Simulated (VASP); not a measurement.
Set up this calculation in VASP 6.6.1, as the native input.

```
Task                   : single point
Functional             : PBEsol
Potentials or basis    : VASP PAW PBE potentials, release 64 (Mn_pv)
Cutoff                 : 520 eV
k mesh                 : 11 × 11 × 15
Occupations            : fermi-dirac, width 0.1 eV
Spin                   : no spin polarisation
Dipole correction      : no
Further INCAR settings : ALGO = Normal; EDIFF = 1e-06; NBANDS = 26
```

The structure of Mn lies in POSCAR:

```
Mn
1.0
    3.6961457634      0.0000000000      0.0000000000
   -1.8480728817      3.2009561272      0.0000000000
    0.0000000000      0.0000000000      2.3200010855
Mn
3
Direct
    0.0000000000      1.0000000000      0.0000000000
    0.3333333333      0.6666666667      0.5000000000
    0.6666666667      0.3333333333      0.5000000000
```

This isn't the form of Mn at room conditions, which is a 58-atom cubic cell.

These files were run (other wordings do the same):

INCAR

```
  ALGO = Normal
  EDIFF = 1E-6
  ENCUT = 520
  GGA = PS
  ISIF = 2
  ISMEAR = -1
  LASPH = True
  LCHARG = False
  LREAL = False
  LWAVE = False
  NBANDS = 26
  NELM = 60
  PREC = Accurate
  SIGMA = 0.1
```

KPOINTS

```
k-points
0
Gamma
  11 11 15
```

Potentials or basis: VASP PAW PBE potentials, release 64 (Mn_pv).

Run with:

```console
$ cat potpaw_PBE.64/Mn_pv/POTCAR > POTCAR
$ mpirun -np 1 vasp_std > vasp.out
```

It gave:

| Property | Result |
| --- | --- |
| Pressure | 51.3 GPa |
| Band gap on the k mesh | zero (an odd number of electrons rules out a gap without spin polarisation) |

Caveat: the cell stands under pressure; the PAW data sets were made with another functional, which shifts forces and pressure a little; the run has no spin polarisation, though such a crystal can be magnetic.

It took 2.2 min on 1 thread of Intel Xeon 8259CL, with other jobs on the host, peak memory 0.19 GiB.
